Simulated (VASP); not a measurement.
# Co in VASP: single point with PBE

Aim: the single point of Co with PBE.

Program: VASP 6.6.1. These are calculated values, not measurements. Logs are shortened: lines on timing, memory, paths and dates and some standing lists are left out, and cuts for length are marked.

## (1) The cell of the first run

The cell holds a slab with vacuum, 6 atoms: a = 2.492 Å, b = 2.492 Å, c = 25.083 Å, α = 90.00°, β = 90.00°, γ = 120.00°.

## (2) Single point, PBE, collinear spin, ferromagnetic start

INCAR

```
SYSTEM = Co
ALGO = Normal ; DIPOL = 0.5 0.5 0.500
EDIFF = 1E-7 ; ENCUT = 520
GGA = PE ; IDIPOL = 3
ISIF = 2 ; ISMEAR = 0
ISPIN = 2 ; LASPH = .True.
LCHARG = .False. ; LDIPOL = .True.
LMAXMIX = 4 ; LORBIT = 11
LREAL = .False. ; LWAVE = .False.
MAGMOM = 1.84 1.84 1.84 1.84 1.84 1.84 ; NBANDS = 40
NELM = 150 ; PREC = Accurate
SIGMA = 0.1
```

KPOINTS

```
k-points
0
Gamma
  15 15 1
  0 0 0
```

POSCAR

```
Co
1.0
    2.4922554825      0.0000000000      0.0000000000
   -1.2461277413      2.1583565606      0.0000000000
    0.0000000000      0.0000000000     25.0832971005
Co
6
Direct
    0.6666666667      0.3333333333      0.2990037542
    0.3333333333      0.6666666667      0.3794022525
    0.6666666667      0.3333333333      0.4598007508
    0.3333333333      0.6666666667      0.5401992492
    0.6666666667      0.3333333333      0.6205977475
    0.3333333333      0.6666666667      0.7009962458
```

Potentials or basis: VASP PAW PBE potentials, release 64 (Co).

Command:

```bash
> cat potpaw_PBE.64/Co/POTCAR > POTCAR
> mpirun -np 1 vasp_std > vasp.out
```

OUTCAR:

```text
SYSTEM = Co
   EDIFF = 1E-7
   ENCUT = 520
   GGA = PE
   ISIF = 2
   ISMEAR = 0
   ISPIN = 2
   LASPH = .True.
   LORBIT = 11
   LREAL = .False.
   NELM = 150
   PREC = Accurate

 ion  position               nearest neighbor table
   1  0.667  0.333  0.299-   2 2.48   2 2.48   2 2.48
   2  0.333  0.667  0.379-   1 2.48   3 2.48   1 2.48   3 2.48   1 2.48   3 2.48
   3  0.667  0.333  0.460-   2 2.48   2 2.48   2 2.48   4 2.48   4 2.48   4 2.48
   4  0.333  0.667  0.540-   5 2.48   5 2.48   5 2.48   3 2.48   3 2.48   3 2.48
   5  0.667  0.333  0.621-   4 2.48   6 2.48   4 2.48   6 2.48   4 2.48   6 2.48
   6  0.333  0.667  0.701-   5 2.48   5 2.48   5 2.48

  LATTYP: Found a hexagonal cell.
 ALAT       =     2.4922554825
 C/A-ratio  =    10.0644967086

  Lattice vectors:

 A1 = (   2.4922554825,   0.0000000000,   0.0000000000)
 A2 = (  -1.2461277413,   2.1583565606,   0.0000000000)
 A3 = (   0.0000000000,   0.0000000000,  25.0832971005)

Analysis of symmetry for initial positions (statically):
=====================================================================
 Subroutine PRICEL returns:
 Original cell was already a primitive cell.

 Routine SETGRP: Setting up the symmetry group for a
 hexagonal supercell.

 Subroutine GETGRP returns: Found 12 space group operations
 (whereof 12 operations were pure point group operations)
 out of a pool of 24 trial point group operations.

The static configuration has the point symmetry D_3d.

Analysis of symmetry for dynamics (positions and initial velocities):
=====================================================================
 Subroutine PRICEL returns:
 Original cell was already a primitive cell.

 Routine SETGRP: Setting up the symmetry group for a
 hexagonal supercell.

 Subroutine GETGRP returns: Found 12 space group operations
 (whereof 12 operations were pure point group operations)
 out of a pool of 24 trial point group operations.

The dynamic configuration has the point symmetry D_3d.

Analysis of structural, dynamic, and magnetic symmetry:
=====================================================================
 Subroutine PRICEL returns:
 Original cell was already a primitive cell.

 Routine SETGRP: Setting up the symmetry group for a
 hexagonal supercell.

 Subroutine GETGRP returns: Found 12 space group operations
 (whereof 12 operations were pure point group operations)
 out of a pool of 24 trial point group operations.

The overall configuration has the point symmetry D_3d.

 Subroutine INISYM returns: Found 12 space group operations
 (whereof 12 operations are pure point group operations),
 and found     1 'primitive' translations

----------------------------------------------------------------------------------------

                                     Primitive cell

  volume of cell :     134.9275

  direct lattice vectors                    reciprocal lattice vectors
     2.492255483  0.000000000  0.000000000     0.401242973  0.231657739  0.000000000
    -1.246127741  2.158356561  0.000000000     0.000000000  0.463315477  0.000000000
     0.000000000  0.000000000 25.083297101     0.000000000  0.000000000  0.039867167

  length of vectors
     2.492255483  2.492255483 25.083297101     0.463315477  0.463315477  0.039867167

  position of ions in fractional coordinates (direct lattice)
     0.666666667  0.333333333  0.299003754
     0.333333333  0.666666667  0.379402253
     0.666666667  0.333333333  0.459800751
     0.333333333  0.666666667  0.540199249
     0.666666667  0.333333333  0.620597747
     0.333333333  0.666666667  0.700996246

  ion indices of the primitive-cell ions
   primitive index   ion index
                 1           1
                 2           2
                 3           3
                 4           4
                 5           5
                 6           6

----------------------------------------------------------------------------------------

 KPOINTS: k-points

Automatic generation of k-mesh.
 Grid dimensions read from file:
 generate k-points for:   15   15    1

 Generating k-lattice:

  Cartesian coordinates                     Fractional coordinates (reciprocal lattice)
     0.026749532  0.015443849  0.000000000     0.066666667  0.000000000  0.000000000
     0.000000000  0.030887698  0.000000000     0.000000000  0.066666667  0.000000000
     0.000000000  0.000000000  0.039867167     0.000000000  0.000000000  1.000000000

  Length of vectors
     0.030887698  0.030887698  0.039867167

  Shift w.r.t. Gamma in fractional coordinates (k-lattice)
     0.000000000  0.000000000  0.000000000

 Subroutine IBZKPT returns following result:
 ===========================================

 Found     27 irreducible k-points:

 Following reciprocal coordinates:
            Coordinates               Weight
  0.000000  0.000000  0.000000      1.000000
  0.066667  0.000000  0.000000      6.000000
  0.133333 -0.000000  0.000000      6.000000
  0.200000  0.000000  0.000000      6.000000
  0.266667 -0.000000  0.000000      6.000000
  0.333333 -0.000000  0.000000      6.000000
[... 16 lines left out ...]
  0.333333  0.200000  0.000000     12.000000
  0.400000  0.200000  0.000000      6.000000
 [... further k-points ...]
   k-points           NKPTS =     27   k-points in BZ     NKDIM =     27   number of bands    NBANDS=     40
   number of dos      NEDOS =    301   number of ions     NIONS =      6
   total plane-waves  NPLWV =  76800
   dimension x,y,z NGX =    20 NGY =   20 NGZ =  192
   dimension x,y,z NGXF=    40 NGYF=   40 NGZF=  384
   ions per type =               6
   NGX,Y,Z   is equivalent  to a cutoff of  13.34, 13.34, 12.73 a.u.
   NGXF,Y,Z  is equivalent  to a cutoff of  26.68, 26.68, 25.45 a.u.
 SYSTEM =  Co
   PREC   = accura    normal or accurate (medium, high low for compatibility)
   ISTART =      0    job   : 0-new  1-cont  2-samecut
   ICHARG =      2    charge: 1-file 2-atom 10-const
   ISPIN  =      2    spin polarized calculation?
   LNONCOLLINEAR =      F non collinear calculations
   LSORBIT =      F    spin-orbit coupling
   LASPH  =      T    aspherical Exc in radial PAW
   ENCUT  =  520.0 eV  38.22 Ry    6.18 a.u.   4.63  4.63 46.64*2*pi/ulx,y,z
   NELM   =    150;   NELMIN=  2; NELMDL= -5     # of ELM steps
   EDIFF  = 0.1E-06   stopping-criterion for ELM
   LREAL  =      F    real-space projection
   EDIFFG = 0.1E-05   stopping-criterion for IOM
   NSW    =      0    number of steps for IOM
   IBRION =     -1    ionic relax: 0-MD 1-quasi-New 2-CG
   NFREE  =      0    steps in history (QN), initial steepest desc. (CG)
   ISIF   =      2    stress and relaxation
   ISYM   =      2    0-nonsym 1-usesym 2-fastsym
   POTIM  = 0.5000    time-step for ionic-motion
   TEBEG  =    0.0;   TEEND  =   0.0 temperature during run
   PSTRESS=    0.0 pullay stress
   NELECT =      54.0000    total number of electrons
   NUPDOWN=      -1.0000    fix difference up-down
   EMIN   =  10.00;   EMAX   =-10.00  energy-range for DOS
   EFERMI =   0.00;   METHOD = LEGACY
   ISMEAR =     0;   SIGMA  =   0.10  broadening in eV -4-tet -1-fermi 0-gaus
   EFERMI_NEDOS =   21; number of points for ismear=-14 and -15
   IALGO  =     38    algorithm
   IMIX   =      4    mixing-type and parameters
     AMIX     =   0.40;   BMIX     =  1.00
     AMIX_MAG =   1.60;   BMIX_MAG =  1.00
  volume/ion in A,a.u.               =      22.49       151.76
  Fermi-wavevector in a.u.,A,eV,Ry     =   1.206441  2.279842 19.803266  1.455499
  Thomas-Fermi vector in A             =   2.342108
   LORBIT       =     11    0 simple, 1 ext, 2 COOP (PROOUT), +10 PAW based schemes
   GGA     = PE    functional components
   LHFCALC =     F    Hartree Fock is set to
   AEXX    =    0.0000 exact exchange contribution
   IVDW    =     0    specifies the selected vdW correction
   LEPSILON=     F    determine dielectric tensor
   LRPA    =     F    only Hartree local field effects (RPA)
 spin polarized calculation
 Gauss-broadening in eV      SIGMA  =   0.10
  energy-cutoff  :      520.00
  volume of cell :      134.93
 maximum number of plane-waves:      3670
 NGX is ok and might be reduce to    20
   NGX =  9   NGY =  9   NGZ = 93

 number of electron      53.9999992 magnetization      10.0129415

 dipolmoment           0.000000      0.000000     -0.000000 electrons x Angstroem

 number of electron      53.9999992 magnetization       9.9100846

 dipolmoment           0.000000      0.000000      0.000000 electrons x Angstroem

 Free energy of the ion-electron system (eV)
  ---------------------------------------------------
  ext. energy  EPLUGINS =         0.00000000
  ---------------------------------------------------
  free energy    TOTEN  =       -40.77897274 eV

  energy without entropy =      -40.75059721  energy(sigma->0) =      -40.76478497

 E-fermi :   2.4801     XC(G=0):  -7.2469

 val. band max:        2.4777501473   @ k =   0.4000   0.0667   0.0000
 cond. band min:       2.4890546995   @ k =   0.3333   0.2667   0.0000
 fundamental gap:      0.0113045523
 Fermi energy:         2.4801139373

 spin component 1

 k-point     1 :       0.0000    0.0000    0.0000
  band No.  band energies     occupation
      1      -6.2178      1.00000
      2      -5.5543      1.00000
      3      -4.5217      1.00000
      4      -3.4499      1.00000
      5      -2.8253      1.00000
      6      -2.6748      1.00000
[... 31 lines left out ...]
     38       7.1031      0.00000
     39       7.2765      0.00000

 k-point     2 :       0.0667    0.0000    0.0000
  band No.  band energies     occupation
      1      -6.0633      1.00000
      2      -5.4047      1.00000
      3      -4.3796      1.00000
      4      -3.3158      1.00000
      5      -2.7055      1.00000
      6      -2.5735      1.00000
[... 913 lines left out ...]
     38      10.0881      0.00000
     39      10.7551      0.00000

 k-point    24 :       0.4000    0.2000    0.0000
  band No.  band energies     occupation
      1      -2.0569      1.00000
      2      -2.0394      1.00000
      3      -1.8424      1.00000
      4      -1.7495      1.00000
      5      -1.7205      1.00000
      6      -1.5081      1.00000
[... 31 lines left out ...]
     38       9.7387      0.00000
     39      10.7183      0.00000

 [... further k-points ...]

 spin component 2

 k-point     1 :       0.0000    0.0000    0.0000
  band No.  band energies     occupation
      1      -6.2251      1.00000
      2      -5.5499      1.00000
      3      -4.4813      1.00000
      4      -3.2483      1.00000
      5      -2.2419      1.00000
      6      -1.8077      1.00000
[... 31 lines left out ...]
     38       7.1280      0.00000
     39       7.3291      0.00000

 k-point     2 :       0.0667    0.0000    0.0000
  band No.  band energies     occupation
      1      -6.0698      1.00000
      2      -5.3991      1.00000
      3      -4.3370      1.00000
      4      -3.1105      1.00000
      5      -2.1102      1.00000
      6      -1.6915      1.00000
[... 913 lines left out ...]
     38      10.6510      0.00000
     39      11.4364      0.00000

 k-point    24 :       0.4000    0.2000    0.0000
  band No.  band energies     occupation
      1      -0.9570      1.00000
      2      -0.9311      1.00000
      3      -0.7105      1.00000
      4      -0.6165      1.00000
      5      -0.5199      1.00000
      6      -0.3530      1.00000
[... 31 lines left out ...]
     38      10.4199      0.00000
     39      11.3520      0.00000

 [... further k-points ...]

 [bands above 39 left out]

------------------------ aborting loop because EDIFF is reached ----------------------------------------

 vacuum level on the upper side and lower side of the slab       (xc-potential included)         0.025         0.025

  FORCE on cell =-STRESS in cart. coord.  units (eV):
  Direction    XX          YY          ZZ          XY          YZ          ZX
  --------------------------------------------------------------------------------------
  -------------------------------------------------------------------------------------
  Total       -1.8766709     -1.8766709     -1.4542440      0.0000000     -0.0000000      0.0000000
  in kB      -22.2842659    -22.2842660    -17.2682161      0.0000000     -0.0000000      0.0000000
  external PRESSURE =     -20.6122493 kB  Pullay stress =       0.0000000 kB

 VOLUME and BASIS-vectors are now :
 -----------------------------------------------------------------------------
  energy-cutoff  :      520.00
  volume of cell :      134.93
      direct lattice vectors                 reciprocal lattice vectors
     2.492255483  0.000000000  0.000000000     0.401242973  0.231657739  0.000000000
    -1.246127741  2.158356561  0.000000000     0.000000000  0.463315477  0.000000000
     0.000000000  0.000000000 25.083297101     0.000000000  0.000000000  0.039867167

 POSITION                                       TOTAL-FORCE (eV/Angst)
 -----------------------------------------------------------------------------------
      1.24613      0.71945      7.50000        -0.000000      0.000000      0.374199
     -0.00000      1.43890      9.51666         0.000000      0.000000     -0.461323
      1.24613      0.71945     11.53332        -0.000000     -0.000000      0.230044
     -0.00000      1.43890     13.54998        -0.000000      0.000000     -0.230044
      1.24613      0.71945     15.56664         0.000000      0.000000      0.461323
     -0.00000      1.43890     17.58330         0.000000     -0.000000     -0.374199
 -----------------------------------------------------------------------------------
    total drift:                                0.000000      0.000000      0.000000

  FREE ENERGIE OF THE ION-ELECTRON SYSTEM (eV)
  ---------------------------------------------------
  free  energy   TOTEN  =       -40.7789727396 eV

  energy  without entropy=      -40.7505972099  energy(sigma->0) =      -40.76478497

 vacuum level on the upper side and lower side of the slab         7.286         7.286

 total charge

# of ion       s       p       d       tot
------------------------------------------
    1        0.479   0.399   7.229   8.107
    2        0.485   0.519   7.264   8.268
    3        0.488   0.521   7.265   8.274
    4        0.488   0.521   7.265   8.274
    5        0.485   0.519   7.264   8.268
    6        0.479   0.399   7.229   8.107
--------------------------------------------------
tot          2.904   2.880  43.514  49.298

 magnetization (x)

# of ion       s       p       d       tot
------------------------------------------
    1       -0.011  -0.043   1.797   1.743
    2       -0.015  -0.055   1.731   1.660
    3       -0.015  -0.055   1.690   1.620
    4       -0.015  -0.055   1.690   1.620
    5       -0.015  -0.055   1.731   1.660
    6       -0.011  -0.043   1.797   1.743
--------------------------------------------------
tot         -0.083  -0.307  10.436  10.047
```

Wall time 12 min (1 thread of Oxide Virtual Turin-like, shared host); peak memory 0.39 GiB.

What came out:

| Property | Result |
| --- | --- |
| Free energy | -40.7790 eV |
| Largest force | 0.461 eV/Å |
| Net moment | 9.91 μB per cell |
| Site moments | Co +1.74, +1.66, +1.62 (each value once) μB |
| Valence electrons inside the program's atomic spheres | Co 8.11, 8.27 (each value once) |

Forces on the atoms (eV/Å):
```
Co   0.000  0.000  0.374
Co   0.000  0.000 -0.461
Co   0.000  0.000  0.230
Co   0.000  0.000 -0.230
Co   0.000  0.000  0.461
Co   0.000  0.000 -0.374
```
